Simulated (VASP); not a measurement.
# Ca (Im-3m) in VASP: single point with r2SCAN

Aim: the single point of Ca with r2SCAN.

All numbers are computed with VASP 6.6.1; they aren't measurements. Logs are shortened: lines on timing, memory, paths and dates and some standing lists are left out, and cuts for length are marked.

## (1) The cell of the first run

It takes space group Im-3m (No. 229, cubic). The conventional cell has a = 4.381 Å, b = 4.381 Å, c = 4.381 Å, α = 90.00°, β = 90.00°, γ = 90.00°. Ca (site symmetry m-3m) has 14 Ca at 3.79 to 4.38 Å within 5.0 Å.

This isn't the form of Ca at room conditions, which is fcc.

## (2) Single point, r2SCAN

Input file POSCAR:

```
Ca
1.0
   -2.1904913249      2.1904913249      2.1904913249
    2.1904913249     -2.1904913249      2.1904913249
    2.1904913249      2.1904913249     -2.1904913249
Ca
1
Direct
    0.0000000000      0.0000000000      0.0000000000
```

Input file INCAR.step1:

```
  PREC = Accurate
  ENCUT = 520
  ISMEAR = 0
  SIGMA = 0.1
  LREAL = F
  LASPH = T
  NELM = 80
  NBANDS = 11
  GGA = PE
  ALGO = Normal
  EDIFF = 1E-4
  LWAVE = T
  LCHARG = F
```

Input file INCAR.step2:

```
  PREC = Accurate
  ENCUT = 520
  EDIFF = 1E-6
  ISMEAR = 0
  SIGMA = 0.1
  LREAL = F
  LASPH = T
  NELM = 80
  ALGO = Normal
  ISIF = 2
  LWAVE = F
  LCHARG = F
  METAGGA = R2SCAN
  LMIXTAU = T
  NBANDS = 11
  ISTART = 1
```

Input file KPOINTS:

```
regular mesh
0
Gamma
  14 14 14
```

Potentials or basis: VASP PAW PBE potentials, release 64 (Ca_sv).

Launch:

```console
$ cat potpaw_PBE.64/Ca_sv/POTCAR > POTCAR
$ cp INCAR.step1 INCAR
$ mpirun -np 1 vasp_std > vasp.out
$ cp INCAR.step2 INCAR
$ mpirun -np 1 vasp_std > vasp.out
```

OUTCAR:

```text
PREC = Accurate
   ENCUT = 520
   EDIFF = 1E-6
   ISMEAR = 0
   LREAL = F
   LASPH = T
   NELM = 80
   ISIF = 2
   METAGGA = R2SCAN
   ISTART = 1

 ion  position               nearest neighbor table
   1  0.000  0.000  0.000-

  LATTYP: Found a body centered cubic cell.
 ALAT       =     4.3809826498

  Lattice vectors:

 A1 = (  -2.1904913249,   2.1904913249,   2.1904913249)
 A2 = (   2.1904913249,  -2.1904913249,   2.1904913249)
 A3 = (   2.1904913249,   2.1904913249,  -2.1904913249)

Analysis of symmetry for initial positions (statically):
=====================================================================
 Subroutine PRICEL returns:
 Original cell was already a primitive cell.

 Routine SETGRP: Setting up the symmetry group for a
 body centered cubic supercell.

 Subroutine GETGRP returns: Found 48 space group operations
 (whereof 48 operations were pure point group operations)
 out of a pool of 48 trial point group operations.

The static configuration has the point symmetry O_h .

Analysis of symmetry for dynamics (positions and initial velocities):
=====================================================================
 Subroutine PRICEL returns:
 Original cell was already a primitive cell.

 Routine SETGRP: Setting up the symmetry group for a
 body centered cubic supercell.

 Subroutine GETGRP returns: Found 48 space group operations
 (whereof 48 operations were pure point group operations)
 out of a pool of 48 trial point group operations.

The dynamic configuration has the point symmetry O_h .

 Subroutine INISYM returns: Found 48 space group operations
 (whereof 48 operations are pure point group operations),
 and found     1 'primitive' translations

----------------------------------------------------------------------------------------

                                     Primitive cell

  volume of cell :      42.0421

  direct lattice vectors                    reciprocal lattice vectors
    -2.190491325  2.190491325  2.190491325     0.000000000  0.228259292  0.228259292
     2.190491325 -2.190491325  2.190491325     0.228259292  0.000000000  0.228259292
     2.190491325  2.190491325 -2.190491325     0.228259292  0.228259292  0.000000000

  length of vectors
     3.794042268  3.794042268  3.794042268     0.322807387  0.322807387  0.322807387

  position of ions in fractional coordinates (direct lattice)
     0.000000000  0.000000000  0.000000000

  ion indices of the primitive-cell ions
   primitive index   ion index
                 1           1

----------------------------------------------------------------------------------------

 KPOINTS: regular mesh

Automatic generation of k-mesh.
 Grid dimensions read from file:
 generate k-points for:   14   14   14

 Generating k-lattice:

  Cartesian coordinates                     Fractional coordinates (reciprocal lattice)
     0.000000000  0.016304235  0.016304235     0.071428571  0.000000000  0.000000000
     0.016304235  0.000000000  0.016304235     0.000000000  0.071428571  0.000000000
     0.016304235  0.016304235  0.000000000     0.000000000  0.000000000  0.071428571

  Length of vectors
     0.023057671  0.023057671  0.023057671

  Shift w.r.t. Gamma in fractional coordinates (k-lattice)
     0.000000000  0.000000000  0.000000000

 Subroutine IBZKPT returns following result:
 ===========================================

 Found    104 irreducible k-points:

 Following reciprocal coordinates:
            Coordinates               Weight
  0.000000  0.000000  0.000000      1.000000
  0.071429  0.000000  0.000000     12.000000
  0.142857  0.000000  0.000000     12.000000
  0.214286  0.000000  0.000000     12.000000
  0.285714  0.000000  0.000000     12.000000
  0.357143  0.000000  0.000000     12.000000
[... 16 lines left out ...]
  0.285714  0.285714  0.000000     24.000000
  0.357143  0.285714  0.000000     24.000000
 [... further k-points ...]
   k-points           NKPTS =    104   k-points in BZ     NKDIM =    104   number of bands    NBANDS=     11
   number of dos      NEDOS =    301   number of ions     NIONS =      1
   total plane-waves  NPLWV =  21952
   dimension x,y,z NGX =    28 NGY =   28 NGZ =   28
   dimension x,y,z NGXF=    56 NGYF=   56 NGZF=   56
   ions per type =               1
   NGX,Y,Z   is equivalent  to a cutoff of  12.27, 12.27, 12.27 a.u.
   NGXF,Y,Z  is equivalent  to a cutoff of  24.54, 24.54, 24.54 a.u.
 SYSTEM =  unknown system
   PREC   = accura    normal or accurate (medium, high low for compatibility)
   ISTART =      1    job   : 0-new  1-cont  2-samecut
   ICHARG =      0    charge: 1-file 2-atom 10-const
   ISPIN  =      1    spin polarized calculation?
   LNONCOLLINEAR =      F non collinear calculations
   LSORBIT =      F    spin-orbit coupling
   LASPH  =      T    aspherical Exc in radial PAW
   ENCUT  =  520.0 eV  38.22 Ry    6.18 a.u.   7.05  7.05  7.05*2*pi/ulx,y,z
   NELM   =     80;   NELMIN=  2; NELMDL=  0     # of ELM steps
   EDIFF  = 0.1E-05   stopping-criterion for ELM
   LREAL  =      F    real-space projection
   EDIFFG = 0.1E-04   stopping-criterion for IOM
   NSW    =      0    number of steps for IOM
   IBRION =     -1    ionic relax: 0-MD 1-quasi-New 2-CG
   NFREE  =      0    steps in history (QN), initial steepest desc. (CG)
   ISIF   =      2    stress and relaxation
   ISYM   =      2    0-nonsym 1-usesym 2-fastsym
   POTIM  = 0.5000    time-step for ionic-motion
   TEBEG  =    0.0;   TEEND  =   0.0 temperature during run
   PSTRESS=    0.0 pullay stress
   NELECT =      10.0000    total number of electrons
   NUPDOWN=      -1.0000    fix difference up-down
   EMIN   =  10.00;   EMAX   =-10.00  energy-range for DOS
   EFERMI =   0.00;   METHOD = LEGACY
   ISMEAR =     0;   SIGMA  =   0.10  broadening in eV -4-tet -1-fermi 0-gaus
   EFERMI_NEDOS =   21; number of points for ismear=-14 and -15
   IALGO  =     38    algorithm
   IMIX   =      4    mixing-type and parameters
     AMIX     =   0.40;   BMIX     =  1.00
     AMIX_MAG =   1.60;   BMIX_MAG =  1.00
  volume/ion in A,a.u.               =      42.04       283.71
  Fermi-wavevector in a.u.,A,eV,Ry     =   1.014332  1.916809 13.998608  1.028869
  Thomas-Fermi vector in A             =   2.147553
   LORBIT       =      0    0 simple, 1 ext, 2 COOP (PROOUT), +10 PAW based schemes
   METAGGA = R2SCAN    functional components
   LHFCALC =     F    Hartree Fock is set to
   AEXX    =    0.0000 exact exchange contribution
   IVDW    =     0    specifies the selected vdW correction
   LEPSILON=     F    determine dielectric tensor
   LRPA    =     F    only Hartree local field effects (RPA)
 non-spin polarized calculation
 Gauss-broadening in eV      SIGMA  =   0.10
  energy-cutoff  :      520.00
  volume of cell :       42.04
 maximum number of plane-waves:      1157
   NGX = 15   NGY = 15   NGZ = 15

 number of electron      10.0000003 magnetization

 Free energy of the ion-electron system (eV)
  ---------------------------------------------------
  ext. energy  EPLUGINS =         0.00000000
  ---------------------------------------------------
  free energy    TOTEN  =        -7.01616366 eV

  energy without entropy =       -7.00856526  energy(sigma->0) =       -7.01236446

 E-fermi :   2.0627     XC(G=0):  -8.2302

 val. band max:        2.0551960528   @ k =  -0.4286   0.4286   0.4286
 cond. band min:       2.0754532822   @ k =   0.3571   0.1429   0.1429
 fundamental gap:      0.0202572295
 Fermi energy:         2.0627050131

 k-point     1 :       0.0000    0.0000    0.0000
  band No.  band energies     occupation
      1     -41.7618      2.00000
      2     -21.7874      2.00000
      3     -21.7873      2.00000
      4     -21.7873      2.00000
      5      -2.2764      2.00000
      6       4.7318      0.00000
      7       4.7318      0.00000
      8       4.7318      0.00000
      9       5.8311      0.00000
     10       5.8311      0.00000
     11      12.8475      0.00000

 k-point     2 :       0.0714    0.0000    0.0000
  band No.  band energies     occupation
      1     -41.7610      2.00000
      2     -21.7949      2.00000
      3     -21.7898      2.00000
      4     -21.7873      2.00000
      5      -2.1782      2.00000
      6       4.6670      0.00000
      7       4.6899      0.00000
      8       4.8050      0.00000
      9       5.7535      0.00000
     10       5.8318      0.00000
     11      12.7264      0.00000

 k-point     3 :       0.1429    0.0000    0.0000
  band No.  band energies     occupation
      1     -41.7588      2.00000
      2     -21.8161      2.00000
      3     -21.7967      2.00000
      4     -21.7873      2.00000
      5      -1.8888      2.00000
      6       4.4942      0.00000
      7       4.5032      0.00000
      8       5.0203      0.00000
      9       5.6292      0.00000
     10       5.8401      0.00000
     11      12.1696      0.00000

 k-point     4 :       0.2143    0.0000    0.0000
  band No.  band energies     occupation
      1     -41.7556      2.00000
      2     -21.8464      2.00000
      3     -21.8067      2.00000
      4     -21.7873      2.00000
      5      -1.4228      2.00000
      6       4.1082      0.00000
      7       4.2644      0.00000
      8       5.3644      0.00000
      9       5.6123      0.00000
     10       5.8698      0.00000
     11      11.1029      0.00000
[... 239 lines left out ...]
 k-point    22 :       0.3571    0.2143    0.0000
  band No.  band energies     occupation
      1     -41.7446      2.00000
      2     -21.9156      2.00000
      3     -21.8585      2.00000
      4     -21.8027      2.00000
      5       1.5360      2.00000
      6       2.2447      0.01007
      7       3.2649      0.00000
      8       5.7268      0.00000
      9       6.0962      0.00000
     10       7.2490      0.00000
     11       7.6149      0.00000

 k-point    23 :       0.2857    0.2857    0.0000
  band No.  band energies     occupation
      1     -41.7444      2.00000
      2     -21.9073      2.00000
      3     -21.8670      2.00000
      4     -21.8047      2.00000
      5       1.5107      2.00000
      6       2.5247      0.00000
      7       3.0445      0.00000
      8       5.8093      0.00000
      9       6.0277      0.00000
     10       7.3449      0.00000
     11       7.5313      0.00000

 k-point    24 :       0.3571    0.2857    0.0000
  band No.  band energies     occupation
      1     -41.7439      2.00000
      2     -21.9014      2.00000
      3     -21.8783      2.00000
      4     -21.8056      2.00000
      5       2.1362      0.29852
      6       2.1421      0.26159
      7       2.8488      0.00000
      8       5.8709      0.00000
      9       6.0323      0.00000
     10       7.2519      0.00000
     11       7.6547      0.00000

 [... further k-points ...]
[... 5 lines left out ...]
  --------------------------------------------------------------------------------------
  -------------------------------------------------------------------------------------
  Total        0.1626900      0.1626900      0.1626900     -0.0000000     -0.0000000     -0.0000000
  in kB        6.1999307      6.1999307      6.1999307     -0.0000000     -0.0000000     -0.0000000
  external PRESSURE =       6.1999307 kB  Pullay stress =       0.0000000 kB

 VOLUME and BASIS-vectors are now :
 -----------------------------------------------------------------------------
  energy-cutoff  :      520.00
  volume of cell :       42.04
      direct lattice vectors                 reciprocal lattice vectors
    -2.190491325  2.190491325  2.190491325     0.000000000  0.228259292  0.228259292
     2.190491325 -2.190491325  2.190491325     0.228259292  0.000000000  0.228259292
     2.190491325  2.190491325 -2.190491325     0.228259292  0.228259292  0.000000000

 POSITION                                       TOTAL-FORCE (eV/Angst)
 -----------------------------------------------------------------------------------
      0.00000      0.00000      0.00000        -0.000000      0.000000      0.000000
 -----------------------------------------------------------------------------------
    total drift:                               -0.000000     -0.000000     -0.000000

  FREE ENERGIE OF THE ION-ELECTRON SYSTEM (eV)
  ---------------------------------------------------
  free  energy   TOTEN  =        -7.0161636605 eV

  energy  without entropy=       -7.0085652597  energy(sigma->0) =       -7.01236446
```

Run time: 3 min. Hardware: 1 thread of Intel Xeon 8259CL, shared host; peak memory 0.2 GiB.

Results:

```yaml
Free_energy: -7.0162 eV
Pressure: 0.6 GPa
Band_gap_on_the_k_mesh: zero (bands 5 and 6 overlap by 0.39 eV)
```

Caveat: the PAW data sets were made with another functional, which shifts forces and pressure a little.
